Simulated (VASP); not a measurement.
Wanted: the native input for a VASP 6.6.1 run.

```yaml
Task: single point
Functional: PBEsol
Potentials_or_basis: VASP PAW PBE potentials, release 64 (Y_sv, Hg)
Cutoff: 520 eV
k_mesh: 12 × 12 × 12
Occupations: gaussian, width 0.1 eV
Spin: no spin polarisation
Dipole_correction: no
Further_INCAR_settings: ALGO = Normal; EDIFF = 1e-07; NBANDS = 18
```

The structure of YHg lies in POSCAR:

```
YHg
1.0
    3.6289056144      0.0000000000      0.0000000000
    0.0000000000      3.6289056144      0.0000000000
    0.0000000000      0.0000000000      3.6289056144
Y Hg
1 1
Direct
    0.5000000000      0.5000000000      0.5000000000
    0.0000000000      0.0000000000      0.0000000000
```

This cell differs from its parent crystal: volume scaled by 0.97.

The input as run:

INCAR

```
SYSTEM = YHg
PREC = Accurate
ENCUT = 520
EDIFF = 1E-7
ISMEAR = 0
SIGMA = 0.1
LREAL = .False.
LASPH = .True.
NELM = 100
ALGO = Normal
ISIF = 2
LWAVE = .False.
LCHARG = .False.
GGA = PS
NBANDS = 18
```

KPOINTS

```
Automatic mesh
0
Gamma
  12 12 12
  0 0 0
```

Potentials or basis: VASP PAW PBE potentials, release 64 (Y_sv, Hg).

The run is started by

```sh
$ cat potpaw_PBE.64/Y_sv/POTCAR potpaw_PBE.64/Hg/POTCAR > POTCAR
$ mpirun -np 1 vasp_std > vasp.out
```

It gave:

The pressure is 2.4 GPa.

Caveat: the PAW data sets were made with another functional, which shifts forces and pressure a little.

Wall time 24 s on 1 thread of Intel(R) Xeon(R) 6975P-C (Granite Rapids), with other jobs on the host, peak memory 0.23 GiB.
